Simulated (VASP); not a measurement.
# ZrC (P6_3/mmc) in VASP: a series of runs

Runs on ZrC. Level: PBE. Tasks: single point, relaxation of cell and atoms.

Everything below comes from runs of VASP 6.6.1. Logs are shortened: lines on timing, memory, paths and dates and some standing lists are left out, and cuts for length are marked.

## Step 1: The cell of the first run

It takes space group P6_3/mmc (No. 194, hexagonal). The conventional cell has a = 3.436 Å, b = 3.436 Å, c = 5.360 Å, α = 90.00°, β = 90.00°, γ = 120.00°. Within 3.2 Å of Zr (site symmetry -6m2) lie 6 C at 2.39 Å. Within 3.2 Å of C (site symmetry -3m) lie 6 Zr at 2.39 Å and 2 C at 2.68 Å.

## Step 2: Single point, PBE

Input file INCAR:

```
SYSTEM = ZrC
PREC = Accurate
ENCUT = 520
EDIFF = 1E-6
ISMEAR = -1
SIGMA = 0.05
LREAL = .False.
LASPH = .True.
NELM = 60
ALGO = Normal
ISIF = 2
LWAVE = .False.
LCHARG = .False.
GGA = PE
NBANDS = 24
```

Input file KPOINTS:

```
Automatic mesh
0
Gamma
  9 9 5
  0 0 0
```

Input file POSCAR:

```
ZrC
1.0
    3.4361060776      0.0000000000      0.0000000000
   -1.7180530388      2.9757551533      0.0000000000
    0.0000000000      0.0000000000      5.3596669437
Zr C
2 2
Direct
    0.6666666667      0.3333333333      0.7500000000
    0.3333333333      0.6666666667      0.2500000000
    0.0000000000      0.0000000000      0.5000000000
    0.0000000000      0.0000000000      0.0000000000
```

Potentials or basis: VASP PAW PBE potentials, release 64 (Zr_sv, C).

Command:

```sh
$ cat potpaw_PBE.64/Zr_sv/POTCAR potpaw_PBE.64/C/POTCAR > POTCAR
$ mpirun -np 1 vasp_std > vasp.out
```

OUTCAR:

```text
SYSTEM = ZrC
   PREC = Accurate
   ENCUT = 520
   EDIFF = 1E-6
   ISMEAR = -1
   LREAL = .False.
   LASPH = .True.
   NELM = 60
   ISIF = 2
   GGA = PE

 ion  position               nearest neighbor table
   1  0.667  0.333  0.750-   3 2.39   4 2.39   3 2.39   4 2.39   3 2.39   4 2.39   2 3.33   2 3.33
                             2 3.33   2 3.33   2 3.33   2 3.33
   2  0.333  0.667  0.250-   3 2.39   4 2.39   3 2.39   4 2.39   3 2.39   4 2.39   1 3.33   1 3.33
                             1 3.33   1 3.33   1 3.33   1 3.33
   3  0.000  0.000  0.500-   1 2.39   2 2.39   1 2.39   2 2.39   1 2.39   2 2.39
   4  0.000  0.000  0.000-   1 2.39   2 2.39   1 2.39   2 2.39   1 2.39   2 2.39

  LATTYP: Found a hexagonal cell.
 ALAT       =     3.4361060776
 C/A-ratio  =     1.5598083478

  Lattice vectors:

 A1 = (   3.4361060776,   0.0000000000,   0.0000000000)
 A2 = (  -1.7180530388,   2.9757551533,   0.0000000000)
 A3 = (   0.0000000000,   0.0000000000,   5.3596669437)

Analysis of symmetry for initial positions (statically):
=====================================================================
 Subroutine PRICEL returns:
 Original cell was already a primitive cell.

 Routine SETGRP: Setting up the symmetry group for a
 hexagonal supercell.

 Subroutine GETGRP returns: Found 24 space group operations
 (whereof 12 operations were pure point group operations)
 out of a pool of 24 trial point group operations.

The static configuration has the point symmetry D_3d.
 The point group associated with its full space group is D_6h.

Analysis of symmetry for dynamics (positions and initial velocities):
=====================================================================
 Subroutine PRICEL returns:
 Original cell was already a primitive cell.

 Routine SETGRP: Setting up the symmetry group for a
 hexagonal supercell.

 Subroutine GETGRP returns: Found 24 space group operations
 (whereof 12 operations were pure point group operations)
 out of a pool of 24 trial point group operations.

The dynamic configuration has the point symmetry D_3d.
 The point group associated with its full space group is D_6h.

 Subroutine INISYM returns: Found 24 space group operations
 (whereof 12 operations are pure point group operations),
 and found     1 'primitive' translations

----------------------------------------------------------------------------------------

                                     Primitive cell

  volume of cell :      54.8027

  direct lattice vectors                    reciprocal lattice vectors
     3.436106078  0.000000000  0.000000000     0.291027104  0.168024577  0.000000000
    -1.718053039  2.975755153  0.000000000     0.000000000  0.336049153  0.000000000
     0.000000000  0.000000000  5.359666944     0.000000000  0.000000000  0.186578758

  length of vectors
     3.436106078  3.436106078  5.359666944     0.336049153  0.336049153  0.186578758

  position of ions in fractional coordinates (direct lattice)
     0.666666667  0.333333333  0.750000000
     0.333333333  0.666666667  0.250000000
     0.000000000  0.000000000  0.500000000
     0.000000000  0.000000000  0.000000000

  ion indices of the primitive-cell ions
   primitive index   ion index
                 1           1
                 2           2
                 3           3
                 4           4

----------------------------------------------------------------------------------------

 KPOINTS: Automatic mesh

Automatic generation of k-mesh.
 Grid dimensions read from file:
 generate k-points for:    9    9    5

 Generating k-lattice:

  Cartesian coordinates                     Fractional coordinates (reciprocal lattice)
     0.032336345  0.018669397  0.000000000     0.111111111 -0.000000000  0.000000000
     0.000000000  0.037338795  0.000000000     0.000000000  0.111111111  0.000000000
     0.000000000  0.000000000  0.037315752     0.000000000  0.000000000  0.200000000

  Length of vectors
     0.037338795  0.037338795  0.037315752

  Shift w.r.t. Gamma in fractional coordinates (k-lattice)
     0.000000000  0.000000000  0.000000000

 Subroutine IBZKPT returns following result:
 ===========================================

 Found     36 irreducible k-points:

 Following reciprocal coordinates:
            Coordinates               Weight
  0.000000  0.000000  0.000000      1.000000
  0.111111  0.000000  0.000000      6.000000
  0.222222  0.000000  0.000000      6.000000
  0.333333 -0.000000  0.000000      6.000000
  0.444444  0.000000  0.000000      6.000000
  0.111111  0.111111  0.000000      6.000000
[... 16 lines left out ...]
  0.333333  0.222222  0.200000     24.000000
  0.333333  0.333333  0.200000      4.000000
 [... further k-points ...]
   k-points           NKPTS =     36   k-points in BZ     NKDIM =     36   number of bands    NBANDS=     24
   number of dos      NEDOS =    301   number of ions     NIONS =      4
   total plane-waves  NPLWV =  31360
   dimension x,y,z NGX =    28 NGY =   28 NGZ =   40
   dimension x,y,z NGXF=    56 NGYF=   56 NGZF=   80
   ions per type =               2   2
   NGX,Y,Z   is equivalent  to a cutoff of  13.55, 13.55, 12.41 a.u.
   NGXF,Y,Z  is equivalent  to a cutoff of  27.09, 27.09, 24.81 a.u.
 SYSTEM =  ZrC
   PREC   = accura    normal or accurate (medium, high low for compatibility)
   ISTART =      0    job   : 0-new  1-cont  2-samecut
   ICHARG =      2    charge: 1-file 2-atom 10-const
   ISPIN  =      1    spin polarized calculation?
   LNONCOLLINEAR =      F non collinear calculations
   LSORBIT =      F    spin-orbit coupling
   LASPH  =      T    aspherical Exc in radial PAW
   ENCUT  =  520.0 eV  38.22 Ry    6.18 a.u.   6.39  6.39  9.97*2*pi/ulx,y,z
   NELM   =     60;   NELMIN=  2; NELMDL= -5     # of ELM steps
   EDIFF  = 0.1E-05   stopping-criterion for ELM
   LREAL  =      F    real-space projection
   EDIFFG = 0.1E-04   stopping-criterion for IOM
   NSW    =      0    number of steps for IOM
   IBRION =     -1    ionic relax: 0-MD 1-quasi-New 2-CG
   NFREE  =      0    steps in history (QN), initial steepest desc. (CG)
   ISIF   =      2    stress and relaxation
   ISYM   =      2    0-nonsym 1-usesym 2-fastsym
   POTIM  = 0.5000    time-step for ionic-motion
   TEBEG  =    0.0;   TEEND  =   0.0 temperature during run
   PSTRESS=    0.0 pullay stress
   NELECT =      32.0000    total number of electrons
   NUPDOWN=      -1.0000    fix difference up-down
   EMIN   =  10.00;   EMAX   =-10.00  energy-range for DOS
   EFERMI =   0.00;   METHOD = LEGACY
   ISMEAR =    -1;   SIGMA  =   0.05  broadening in eV -4-tet -1-fermi 0-gaus
   EFERMI_NEDOS =   21; number of points for ismear=-14 and -15
   IALGO  =     38    algorithm
   IMIX   =      4    mixing-type and parameters
     AMIX     =   0.40;   BMIX     =  1.00
     AMIX_MAG =   1.60;   BMIX_MAG =  1.00
  volume/ion in A,a.u.               =      13.70        92.46
  Fermi-wavevector in a.u.,A,eV,Ry     =   1.368330  2.585769 25.474569  1.872328
  Thomas-Fermi vector in A             =   2.494304
   LORBIT       =      0    0 simple, 1 ext, 2 COOP (PROOUT), +10 PAW based schemes
   GGA     = PE    functional components
   LHFCALC =     F    Hartree Fock is set to
   AEXX    =    0.0000 exact exchange contribution
   IVDW    =     0    specifies the selected vdW correction
   LEPSILON=     F    determine dielectric tensor
   LRPA    =     F    only Hartree local field effects (RPA)
 non-spin polarized calculation
  energy-cutoff  :      520.00
  volume of cell :       54.80
 maximum number of plane-waves:      1491
 NGX is ok and might be reduce to    28
   NGX = 13   NGY = 13   NGZ = 19

 number of electron      32.0000000 magnetization

 Free energy of the ion-electron system (eV)
  ---------------------------------------------------
  ext. energy  EPLUGINS =         0.00000000
  ---------------------------------------------------
  free energy    TOTEN  =       -38.16053698 eV

  energy without entropy =      -38.15447117  energy(sigma->0) =      -38.15750408

 E-fermi :   9.3361     XC(G=0): -11.8717

 val. band max:        9.2841728145   @ k =   0.2222   0.2222   0.2000
 cond. band min:       9.3909330793   @ k =   0.1111   0.1111   0.2000
 fundamental gap:      0.1067602648
 Fermi energy:         9.3360649263

 k-point     1 :       0.0000    0.0000    0.0000
  band No.  band energies     occupation
      1     -39.2064      2.00000
      2     -39.1122      2.00000
      3     -17.6633      2.00000
      4     -17.0665      2.00000
      5     -17.0665      2.00000
      6     -16.9798      2.00000
[... 16 lines left out ...]
     23      13.4277      0.00000
     24      16.3406      0.00000

 k-point     2 :       0.1111    0.0000    0.0000
  band No.  band energies     occupation
      1     -39.1988      2.00000
      2     -39.1095      2.00000
      3     -17.6331      2.00000
      4     -17.1264      2.00000
      5     -17.0892      2.00000
      6     -17.0351      2.00000
[... 16 lines left out ...]
     23      14.0150      0.00000
     24      15.8086      0.00000

 k-point     3 :       0.2222    0.0000    0.0000
  band No.  band energies     occupation
      1     -39.1786      2.00000
      2     -39.1036      2.00000
      3     -17.5502      2.00000
      4     -17.2806      2.00000
      5     -17.1665      2.00000
      6     -17.1401      2.00000
[... 16 lines left out ...]
     23      14.7569      0.00000
     24      14.8557      0.00000
[... 514 lines left out ...]
 k-point    23 :       0.3333    0.2222    0.2000
  band No.  band energies     occupation
      1     -39.1207      2.00000
      2     -39.1034      2.00000
      3     -17.5334      2.00000
      4     -17.4320      2.00000
      5     -17.3336      2.00000
      6     -17.2049      2.00000
[... 16 lines left out ...]
     23      15.3026      0.00000
     24      15.5782      0.00000

 k-point    24 :       0.3333    0.3333    0.2000
  band No.  band energies     occupation
      1     -39.1094      2.00000
      2     -39.1094      2.00000
      3     -17.5033      2.00000
      4     -17.3971      2.00000
      5     -17.3971      2.00000
      6     -17.2621      2.00000
[... 16 lines left out ...]
     23      16.1686      0.00000
     24      16.1687      0.00000

 [... further k-points ...]
[... 5 lines left out ...]
  --------------------------------------------------------------------------------------
  -------------------------------------------------------------------------------------
  Total       -3.6029726     -3.6029726     -2.6624711      0.0000000      0.0000000      0.0000000
  in kB     -105.3343419   -105.3343419    -77.8384041      0.0000000      0.0000000      0.0000000
  external PRESSURE =     -96.1690293 kB  Pullay stress =       0.0000000 kB

 VOLUME and BASIS-vectors are now :
 -----------------------------------------------------------------------------
  energy-cutoff  :      520.00
  volume of cell :       54.80
      direct lattice vectors                 reciprocal lattice vectors
     3.436106078  0.000000000  0.000000000     0.291027104  0.168024577  0.000000000
    -1.718053039  2.975755153  0.000000000     0.000000000  0.336049153  0.000000000
     0.000000000  0.000000000  5.359666944     0.000000000  0.000000000  0.186578758

 POSITION                                       TOTAL-FORCE (eV/Angst)
 -----------------------------------------------------------------------------------
      1.71805      0.99192      4.01975        -0.000000      0.000000      0.000000
     -0.00000      1.98384      1.33992         0.000000     -0.000000      0.000000
      0.00000      0.00000      2.67983         0.000000     -0.000000      0.000000
      0.00000      0.00000      0.00000         0.000000     -0.000000      0.000000
 -----------------------------------------------------------------------------------
    total drift:                               -0.000000      0.000000     -0.000000

  FREE ENERGIE OF THE ION-ELECTRON SYSTEM (eV)
  ---------------------------------------------------
  free  energy   TOTEN  =       -38.1605369845 eV

  energy  without entropy=      -38.1544711708  energy(sigma->0) =      -38.15750408
```

Run time: 23 s. Hardware: 1 thread of Intel Xeon 6975P-C (Granite Rapids), shared host; peak memory 0.19 GiB.

Results:

* Free energy: -38.1605 eV
* Pressure: -9.6 GPa
* Band gap on the k mesh: zero (band 16 reaches 10.25 eV, above the bottom of band 17 at 9.28 eV)

Stress tensor (GPa, compression positive):
```
-10.53   0.00   0.00
  0.00 -10.53   0.00
  0.00   0.00  -7.78
```

(Continued in part 2 of 2.)
